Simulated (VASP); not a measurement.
# Pb2O (Pn-3m) in VASP: further runs

Pb2O is run at these levels: r2SCAN, PBE, PBEsol, LDA; tasks: single point, relaxation of cell and atoms.

Program: VASP 6.6.1. These are calculated values, not measurements. Logs are shortened: lines on timing, memory, paths and dates and some standing lists are left out, and cuts for length are marked.

**1. The cell of the first run**

Symmetry: Pn-3m, No. 224, cubic system. The conventional cell has a = 5.484 Å, b = 5.484 Å, c = 5.484 Å, α = 90.00°, β = 90.00°, γ = 90.00°. Within 3.1 Å of Pb (site symmetry -3m) lie 2 O at 2.37 Å. O (site symmetry -43m) has 4 Pb at 2.37 Å within 3.1 Å.

**2. Single point, r2SCAN**

File POSCAR:

```
Pb2O
1.0
    5.4838870400      0.0000000000      0.0000000000
    0.0000000000      5.4838870400      0.0000000000
    0.0000000000      0.0000000000      5.4838870400
Pb O
4 2
Direct
    0.2500000000      0.2500000000      0.2500000000
    0.7500000000      0.7500000000      0.2500000000
    0.2500000000      0.7500000000      0.7500000000
    0.7500000000      0.2500000000      0.7500000000
    0.0000000000      0.0000000000      0.0000000000
    0.5000000000      0.5000000000      0.5000000000
```

File INCAR.step1:

```
SYSTEM = Pb2O
PREC = Accurate
ENCUT = 520
ISMEAR = -1
SIGMA = 0.1
LREAL = .FALSE.
LASPH = .TRUE.
NELM = 60
NBANDS = 43
GGA = PE
ALGO = Normal
EDIFF = 1E-4
LWAVE = .TRUE.
LCHARG = .FALSE.
```

File INCAR.step2:

```
SYSTEM = Pb2O
PREC = Accurate
ENCUT = 520
EDIFF = 1E-7
ISMEAR = -1
SIGMA = 0.1
LREAL = .FALSE.
LASPH = .TRUE.
NELM = 60
ALGO = Normal
ISIF = 2
LWAVE = .FALSE.
LCHARG = .FALSE.
METAGGA = R2SCAN
LMIXTAU = .TRUE.
NBANDS = 43
ISTART = 1
```

File KPOINTS:

```
regular mesh
0
G
  6 6 6
  0 0 0
```

Potentials or basis: VASP PAW PBE potentials, release 64 (Pb_d, O).

Launch:

```console
$ cat potpaw_PBE.64/Pb_d/POTCAR potpaw_PBE.64/O/POTCAR > POTCAR
$ cp INCAR.step1 INCAR
$ mpirun -np 1 vasp_std > vasp.out
$ cp INCAR.step2 INCAR
$ mpirun -np 1 vasp_std > vasp.out
```

OUTCAR:

```text
SYSTEM = Pb2O
   PREC = Accurate
   ENCUT = 520
   EDIFF = 1E-7
   ISMEAR = -1
   LREAL = .FALSE.
   LASPH = .TRUE.
   NELM = 60
   ISIF = 2
   METAGGA = R2SCAN
   ISTART = 1

 ion  position               nearest neighbor table
   1  0.250  0.250  0.250-   5 2.37   6 2.37   4 3.88   2 3.88   3 3.88   3 3.88   4 3.88   2 3.88
                             3 3.88   3 3.88   2 3.88   4 3.88   4 3.88   2 3.88
   2  0.750  0.750  0.250-   5 2.37   6 2.37   4 3.88   1 3.88   3 3.88   3 3.88   4 3.88   1 3.88
                             4 3.88   4 3.88   1 3.88   3 3.88   3 3.88   1 3.88
   3  0.250  0.750  0.750-   5 2.37   6 2.37   4 3.88   1 3.88   2 3.88   1 3.88   2 3.88   1 3.88
                             4 3.88   1 3.88   2 3.88   4 3.88   2 3.88   4 3.88
   4  0.750  0.250  0.750-   5 2.37   6 2.37   3 3.88   1 3.88   2 3.88   1 3.88   2 3.88   2 3.88
                             3 3.88   2 3.88   1 3.88   3 3.88   1 3.88   3 3.88
   5  0.000  0.000  0.000-   1 2.37   2 2.37   3 2.37   4 2.37
   6  0.500  0.500  0.500-   1 2.37   2 2.37   3 2.37   4 2.37

  LATTYP: Found a simple cubic cell.
 ALAT       =     5.4838870400

  Lattice vectors:

 A1 = (   5.4838870400,   0.0000000000,   0.0000000000)
 A2 = (   0.0000000000,   5.4838870400,   0.0000000000)
 A3 = (   0.0000000000,   0.0000000000,   5.4838870400)

Analysis of symmetry for initial positions (statically):
=====================================================================
 Subroutine PRICEL returns:
 Original cell was already a primitive cell.

 Routine SETGRP: Setting up the symmetry group for a
 simple cubic supercell.

 Subroutine GETGRP returns: Found 48 space group operations
 (whereof 24 operations were pure point group operations)
 out of a pool of 48 trial point group operations.

The static configuration has the point symmetry T_d .
 The point group associated with its full space group is O_h .

Analysis of symmetry for dynamics (positions and initial velocities):
=====================================================================
 Subroutine PRICEL returns:
 Original cell was already a primitive cell.

 Routine SETGRP: Setting up the symmetry group for a
 simple cubic supercell.

 Subroutine GETGRP returns: Found 48 space group operations
 (whereof 24 operations were pure point group operations)
 out of a pool of 48 trial point group operations.

The dynamic configuration has the point symmetry T_d .
 The point group associated with its full space group is O_h .

 Subroutine INISYM returns: Found 48 space group operations
 (whereof 24 operations are pure point group operations),
 and found     1 'primitive' translations

----------------------------------------------------------------------------------------

                                     Primitive cell

  volume of cell :     164.9170

  direct lattice vectors                    reciprocal lattice vectors
     5.483887040  0.000000000  0.000000000     0.182352407  0.000000000  0.000000000
     0.000000000  5.483887040  0.000000000     0.000000000  0.182352407  0.000000000
     0.000000000  0.000000000  5.483887040     0.000000000  0.000000000  0.182352407

  length of vectors
     5.483887040  5.483887040  5.483887040     0.182352407  0.182352407  0.182352407

  position of ions in fractional coordinates (direct lattice)
     0.250000000  0.250000000  0.250000000
     0.750000000  0.750000000  0.250000000
     0.250000000  0.750000000  0.750000000
     0.750000000  0.250000000  0.750000000
     0.000000000  0.000000000  0.000000000
     0.500000000  0.500000000  0.500000000

  ion indices of the primitive-cell ions
   primitive index   ion index
                 1           1
                 2           2
                 3           3
                 4           4
                 5           5
                 6           6

----------------------------------------------------------------------------------------

 KPOINTS: regular mesh

Automatic generation of k-mesh.
 Grid dimensions read from file:
 generate k-points for:    6    6    6

 Generating k-lattice:

  Cartesian coordinates                     Fractional coordinates (reciprocal lattice)
     0.030392068  0.000000000  0.000000000     0.166666667  0.000000000  0.000000000
     0.000000000  0.030392068  0.000000000     0.000000000  0.166666667  0.000000000
     0.000000000  0.000000000  0.030392068     0.000000000  0.000000000  0.166666667

  Length of vectors
     0.030392068  0.030392068  0.030392068

  Shift w.r.t. Gamma in fractional coordinates (k-lattice)
     0.000000000  0.000000000  0.000000000

 Subroutine IBZKPT returns following result:
 ===========================================

 Found     20 irreducible k-points:

 Following reciprocal coordinates:
            Coordinates               Weight
  0.000000  0.000000  0.000000      1.000000
  0.166667  0.000000  0.000000      6.000000
  0.333333  0.000000  0.000000      6.000000
  0.500000  0.000000  0.000000      3.000000
  0.166667  0.166667  0.000000     12.000000
  0.333333  0.166667  0.000000     24.000000
[... 12 lines left out ...]
  0.500000  0.500000  0.333333      6.000000
  0.500000  0.500000  0.500000      1.000000
   k-points           NKPTS =     20   k-points in BZ     NKDIM =     20   number of bands    NBANDS=     43
   number of dos      NEDOS =    301   number of ions     NIONS =      6
   total plane-waves  NPLWV =  74088
   dimension x,y,z NGX =    42 NGY =   42 NGZ =   42
   dimension x,y,z NGXF=    84 NGYF=   84 NGZF=   84
   ions per type =               4   2
   NGX,Y,Z   is equivalent  to a cutoff of  12.73, 12.73, 12.73 a.u.
   NGXF,Y,Z  is equivalent  to a cutoff of  25.46, 25.46, 25.46 a.u.
 SYSTEM =  Pb2O
   PREC   = accura    normal or accurate (medium, high low for compatibility)
   ISTART =      1    job   : 0-new  1-cont  2-samecut
   ICHARG =      0    charge: 1-file 2-atom 10-const
   ISPIN  =      1    spin polarized calculation?
   LNONCOLLINEAR =      F non collinear calculations
   LSORBIT =      F    spin-orbit coupling
   LASPH  =      T    aspherical Exc in radial PAW
   ENCUT  =  520.0 eV  38.22 Ry    6.18 a.u.  10.20 10.20 10.20*2*pi/ulx,y,z
   NELM   =     60;   NELMIN=  2; NELMDL=  0     # of ELM steps
   EDIFF  = 0.1E-06   stopping-criterion for ELM
   LREAL  =      F    real-space projection
   EDIFFG = 0.1E-05   stopping-criterion for IOM
   NSW    =      0    number of steps for IOM
   IBRION =     -1    ionic relax: 0-MD 1-quasi-New 2-CG
   NFREE  =      0    steps in history (QN), initial steepest desc. (CG)
   ISIF   =      2    stress and relaxation
   ISYM   =      2    0-nonsym 1-usesym 2-fastsym
   POTIM  = 0.5000    time-step for ionic-motion
   TEBEG  =    0.0;   TEEND  =   0.0 temperature during run
   PSTRESS=    0.0 pullay stress
   NELECT =      68.0000    total number of electrons
   NUPDOWN=      -1.0000    fix difference up-down
   EMIN   =  10.00;   EMAX   =-10.00  energy-range for DOS
   EFERMI =   0.00;   METHOD = LEGACY
   ISMEAR =    -1;   SIGMA  =   0.10  broadening in eV -4-tet -1-fermi 0-gaus
   EFERMI_NEDOS =   21; number of points for ismear=-14 and -15
   IALGO  =     38    algorithm
   IMIX   =      4    mixing-type and parameters
     AMIX     =   0.40;   BMIX     =  1.00
     AMIX_MAG =   1.60;   BMIX_MAG =  1.00
  volume/ion in A,a.u.               =      27.49       185.49
  Fermi-wavevector in a.u.,A,eV,Ry     =   1.218492  2.302616 20.200875  1.484722
  Thomas-Fermi vector in A             =   2.353776
   LORBIT       =      0    0 simple, 1 ext, 2 COOP (PROOUT), +10 PAW based schemes
   METAGGA = R2SCAN    functional components
   LHFCALC =     F    Hartree Fock is set to
   AEXX    =    0.0000 exact exchange contribution
   IVDW    =     0    specifies the selected vdW correction
   LEPSILON=     F    determine dielectric tensor
   LRPA    =     F    only Hartree local field effects (RPA)
 non-spin polarized calculation
  energy-cutoff  :      520.00
  volume of cell :      164.92
 maximum number of plane-waves:      4480
 NGX is ok and might be reduce to    42
   NGX = 21   NGY = 21   NGZ = 21

 number of electron      67.9999975 magnetization

 Free energy of the ion-electron system (eV)
  ---------------------------------------------------
  ext. energy  EPLUGINS =         0.00000000
  ---------------------------------------------------
  free energy    TOTEN  =      -239.70008111 eV

  energy without entropy =     -239.64401567  energy(sigma->0) =     -239.67204839

 E-fermi :   4.3966     XC(G=0):  -9.8328

 val. band max:        4.3463543475   @ k =   0.5000   0.3333   0.3333
 cond. band min:       4.4594550282   @ k =   0.5000   0.1667   0.1667
 fundamental gap:      0.1131006808
 Fermi energy:         4.3965987107

 k-point     1 :       0.0000    0.0000    0.0000
  band No.  band energies     occupation
      1     -14.8571      2.00000
      2     -13.8794      2.00000
      3     -12.7748      2.00000
      4     -12.7748      2.00000
      5     -12.7271      2.00000
      6     -12.7271      2.00000
[... 35 lines left out ...]
     42      10.3713      0.00000
     43      10.3713      0.00000

 k-point     2 :       0.1667    0.0000    0.0000
  band No.  band energies     occupation
      1     -14.8120      2.00000
      2     -13.9887      2.00000
      3     -12.7694      2.00000
      4     -12.7636      2.00000
      5     -12.7253      2.00000
      6     -12.7203      2.00000
[... 35 lines left out ...]
     42      10.5678      0.00000
     43      10.7472      0.00000

 k-point     3 :       0.3333    0.0000    0.0000
  band No.  band energies     occupation
      1     -14.6804      2.00000
      2     -14.2261      2.00000
      3     -12.7552      2.00000
      4     -12.7327      2.00000
      5     -12.7277      2.00000
      6     -12.7036      2.00000
[... 735 lines left out ...]
      6     -12.7073      2.00000
[... 35 lines left out ...]
     42      11.7590      0.00000
     43      11.9164      0.00000

 k-point    20 :       0.5000    0.5000    0.5000
  band No.  band energies     occupation
      1     -14.8513      2.00000
      2     -13.8900      2.00000
      3     -12.7284      2.00000
      4     -12.7284      2.00000
      5     -12.7284      2.00000
      6     -12.7089      2.00000
[... 35 lines left out ...]
     42      12.1840      0.00000
     43      12.1840      0.00000

------------------------ aborting loop because EDIFF is reached ----------------------------------------

  FORCE on cell =-STRESS in cart. coord.  units (eV):
  Direction    XX          YY          ZZ          XY          YZ          ZX
  --------------------------------------------------------------------------------------
  -------------------------------------------------------------------------------------
  Total       -1.8941481     -1.8941481     -1.8941481     -0.0000000     -0.0000000      0.0000000
  in kB      -18.4017452    -18.4017452    -18.4017452     -0.0000000     -0.0000000      0.0000000
  external PRESSURE =     -18.4017452 kB  Pullay stress =       0.0000000 kB

 VOLUME and BASIS-vectors are now :
 -----------------------------------------------------------------------------
  energy-cutoff  :      520.00
  volume of cell :      164.92
      direct lattice vectors                 reciprocal lattice vectors
     5.483887040  0.000000000  0.000000000     0.182352407  0.000000000  0.000000000
     0.000000000  5.483887040  0.000000000     0.000000000  0.182352407  0.000000000
     0.000000000  0.000000000  5.483887040     0.000000000  0.000000000  0.182352407

 POSITION                                       TOTAL-FORCE (eV/Angst)
 -----------------------------------------------------------------------------------
      1.37097      1.37097      1.37097        -0.000000      0.000000     -0.000000
      4.11292      4.11292      1.37097         0.000000     -0.000000      0.000000
      1.37097      4.11292      4.11292         0.000000      0.000000      0.000000
      4.11292      1.37097      4.11292        -0.000000     -0.000000     -0.000000
      0.00000      0.00000      0.00000         0.000000      0.000000      0.000000
      2.74194      2.74194      2.74194         0.000000      0.000000      0.000000
 -----------------------------------------------------------------------------------
    total drift:                                0.000000      0.000000     -0.000000

  FREE ENERGIE OF THE ION-ELECTRON SYSTEM (eV)
  ---------------------------------------------------
  free  energy   TOTEN  =      -239.7000811141 eV

  energy  without entropy=     -239.6440156679  energy(sigma->0) =     -239.67204839
```

Run time: 9.1 min. Hardware: 1 thread of AMD EPYC 7R43 (Zen 3), shared host; peak memory 0.3 GiB.

What came out:

```yaml
Free_energy: -239.7001 eV
Pressure: -1.8 GPa
Band_gap_on_the_k_mesh: zero (band 34 reaches 4.46 eV, above the bottom of band 35 at 3.56 eV)
```

Caveat: the PAW data sets were made with another functional, which shifts forces and pressure a little; spin-orbit coupling is left out, which moves the levels of the heavy elements.

**3. Single point, r2SCAN**

This run uses another cell than the first one, of 28.01 Å³/atom, 1.019 times its volume.

Edit POSCAR of step 2 so:

```diff
@@ -2,5 +2,5 @@
 1.0
-    5.4838870400      0.0000000000      0.0000000000
-    0.0000000000      5.4838870400      0.0000000000
-    0.0000000000      0.0000000000      5.4838870400
+    5.5188172000      0.0000000000      0.0000000000
+    0.0000000000      5.5188172000      0.0000000000
+    0.0000000000      0.0000000000      5.5188172000
 Pb O
```

File INCAR.step1:

```
SYSTEM = Pb2O
  ALGO = Normal
  EDIFF = 1E-4
  ENCUT = 520
  GGA = PE
  ISMEAR = -1
  LASPH = .True.
  LCHARG = .False.
  LREAL = .False.
  LWAVE = .True.
  NBANDS = 43
  NELM = 100
  PREC = Accurate
  SIGMA = 0.1
```

File INCAR.step2:

```
SYSTEM = Pb2O
  ALGO = Normal
  EDIFF = 1E-6
  ENCUT = 520
  ISIF = 2
  ISMEAR = -1
  ISTART = 1
  LASPH = .True.
  LCHARG = .False.
  LMIXTAU = .True.
  LREAL = .False.
  LWAVE = .False.
  METAGGA = R2SCAN
  NBANDS = 43
  NELM = 100
  PREC = Accurate
  SIGMA = 0.1
```

File KPOINTS:

```
k-points
0
Gamma
  6 6 6
  0 0 0
```

Potentials or basis: VASP PAW PBE potentials, release 64 (Pb_d, O).

Launch:

```console
$ cat potpaw_PBE.64/Pb_d/POTCAR potpaw_PBE.64/O/POTCAR > POTCAR
$ cp INCAR.step1 INCAR
$ mpirun -np 1 vasp_std > vasp.out
$ cp INCAR.step2 INCAR
$ mpirun -np 1 vasp_std > vasp.out
```

It took 10 min on 1 thread of AMD EPYC 7R43 (Zen 3), shared host; peak memory 0.31 GiB.

It converged, with:

* Free energy: -239.6573 eV
* Pressure: -2.7 GPa
* Band gap on the k mesh: zero (band 34 reaches 4.30 eV, above the bottom of band 35 at 3.43 eV)

Levels at points of the mesh, in eV from the Fermi level:
```tsv
k point	band 30	band 31	band 32	band 33	band 34	band 35	band 36	band 37	band 38	band 39
(0.00, 0.00, 0.00)	-1.94	-1.94	-0.76	-0.76	-0.76	2.00	2.00	2.00	2.83	5.27
(0.50, 0.00, 0.00)	-2.40	-1.12	-1.12	-0.53	-0.53	0.98	0.98	1.94	1.94	4.31
(0.50, 0.50, 0.00)	-3.02	-1.34	-1.34	-0.14	-0.14	1.35	1.35	1.90	1.90	4.34
(0.50, 0.50, 0.50)	-0.99	-0.99	-0.99	-0.81	-0.81	-0.81	1.58	4.38	4.38	4.38
```

Caveat: the PAW data sets were made with another functional, which shifts forces and pressure a little; spin-orbit coupling is left out, which moves the levels of the heavy elements.

(Continued in part 2 of 2.)
